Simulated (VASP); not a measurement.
Input of a VASP 6.6.1 run:

Contents of INCAR:

```
PREC = Accurate
ENCUT = 520
EDIFF = 1E-8
ISMEAR = -1
SIGMA = 0.02
LREAL = Auto
LASPH = True
NELM = 80
ALGO = Normal
ISIF = 2
LWAVE = False
LCHARG = False
GGA = PE
LEFG = True
NBANDS = 90
KPAR = 4
```

File KPOINTS:

```
regular mesh
0
Gamma
  5 3 4
```

File POSCAR:

```
SrLiSbS3
1.0
    5.9300000000      0.0000000000      0.0000000000
    0.0000000000     12.3260000000      0.0000000000
   -0.0431033297      0.0000000000      7.9408830178
Li Sr Sb S
4 4 4 12
Direct
    0.2535000000      0.7363000000      0.3642000000
    0.7465000000      0.2363000000      0.1358000000
    0.7465000000      0.2637000000      0.6358000000
    0.2535000000      0.7637000000      0.8642000000
    0.7547700000      0.5769100000      0.1530400000
    0.2452300000      0.0769100000      0.3469600000
    0.2452300000      0.4230900000      0.8469600000
    0.7547700000      0.9230900000      0.6530400000
    0.7347100000      0.9088600000      0.1508800000
    0.2652900000      0.4088600000      0.3491200000
    0.2652900000      0.0911400000      0.8491200000
    0.7347100000      0.5911400000      0.6508800000
    0.3310000000      0.8799200000      0.1361600000
    0.6690000000      0.3799200000      0.3638400000
    0.6690000000      0.1200800000      0.8638400000
    0.3310000000      0.6200800000      0.6361600000
    0.8126000000      0.7713200000      0.3669500000
    0.1874000000      0.2713200000      0.1330500000
    0.1874000000      0.2286800000      0.6330500000
    0.8126000000      0.7286800000      0.8669500000
    0.7418000000      0.0666200000      0.3455100000
    0.2582000000      0.5666200000      0.1544900000
    0.2582000000      0.9333800000      0.6544900000
    0.7418000000      0.4333800000      0.8455100000
```

Potentials or basis: VASP PAW PBE potentials, release 64 (Li_sv, Sr_sv, Sb, S).

Command:

```sh
$ cat potpaw_PBE.64/Li_sv/POTCAR potpaw_PBE.64/Sr_sv/POTCAR potpaw_PBE.64/Sb/POTCAR potpaw_PBE.64/S/POTCAR > POTCAR
$ mpirun -np 4 vasp_std > vasp.out
```

(1) Predict the largest force.

(2) Estimate the band gap on the k mesh.

Answers

(1) 0.492 eV/Å.

(2) 1.91 eV.

Caveat: without QUAD_EFG the Cq values of the log hold for a quadrupole moment of 1 mb, not for the nuclei; spin-orbit coupling is left out, which moves the levels of the heavy elements.
